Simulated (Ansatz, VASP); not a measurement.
Ta in VASP and in Ansatz

File INCAR:

```
SYSTEM = Ta
ALGO     = Fast           ! electronic algorithm
EDIFF    = 1E-7           ! SCF threshold, eV
ENCUT    = 520            ! plane-wave cutoff, eV
GGA      = CA             ! functional
ISIF     = 2              ! what is computed and relaxed
ISMEAR   = 0              ! smearing method
LASPH    = .TRUE.         ! aspherical terms in the spheres
LCHARG   = .FALSE.        ! write CHGCAR
LREAL    = .FALSE.        ! projectors in reciprocal space
LWAVE    = .FALSE.        ! write WAVECAR
NBANDS   = 18             ! bands
NELM     = 80             ! most SCF steps
PREC     = Accurate       ! precision mode
SIGMA    = 0.15           ! smearing width, eV
```

Contents of KPOINTS:

```
k-points
0
G
  12 12 8
  0 0 0
```

POSCAR

```
Ta
1.0
    3.0137376426     -0.1800160807     -0.0222426682
   -1.6627673203      2.4740425507     -0.1146675624
   -0.0396963014     -0.2592237787      5.1935562894
Ta
2
Direct
    0.8947421773      0.5810780201      0.7598544604
    0.1052578227      0.4189219799      0.2401455396
```

Input for Ansatz:

```yaml
crystal:
  lattice:
    - [3.0137376426, -0.1800160807, -0.0222426682]
    - [-1.6627673203, 2.4740425507, -0.1146675624]
    - [-0.0396963014, -0.2592237787, 5.1935562894]
  atoms:
    - { symbol: Ta, position: [0.8947421773, 0.5810780201, 0.7598544604] }
    - { symbol: Ta, position: [0.1052578227, 0.4189219799, 0.2401455396] }
basis:
  ecutwfc: 420
kpoints:
  mp_grid: { grid: [12, 12, 8] }
hamiltonian:
  xc: lda
scf:
  occupations: { method: gaussian, width: 0.15 }
output:
  forces: true
  stress: true
  eigenvalues: true
```

Change from the starting cell: all atoms moved at random, sigma 0.4 Å a component, cell strained at random, sigma 0.06.

Alike in both runs: task single point; functional LDA; k mesh 12 × 12 × 8; occupations gaussian, width 0.15 eV; no spin polarisation.

```csv
,VASP,Ansatz
version,VASP 6.6.1,Ansatz 0.2.0
potentials or method,"VASP PAW LDA potentials, release 64 (Ta_pv), cutoff 520 eV","scalar-relativistic, plane waves, PAW"
valence electrons in the cell,22,26
```

```tsv
	VASP	Ansatz	Ansatz less VASP
gap on the k mesh at the Fermi level (eV)	none	none	-
pressure (GPa)	-6.1	-6.8	-0.70
traceless stress, the component that is largest in VASP (GPa)	5.16	5.10	-0.068
rms of the force components (eV/Å)	0.660	0.658	-0.0020
```

LDA's correlation is that of Perdew and Zunger in VASP and of Perdew and Wang (1992) in Ansatz. Atom by atom the forces differ by 0.008 eV/Å (rms over components). A gap of «none» marks a metal or a gap that the smearing closes. VASP's potentials hold 22 valence electrons a cell and Ansatz's 26, so a difference there can come from the potentials and not from the codes.

Neither program's run includes spin-orbit coupling.
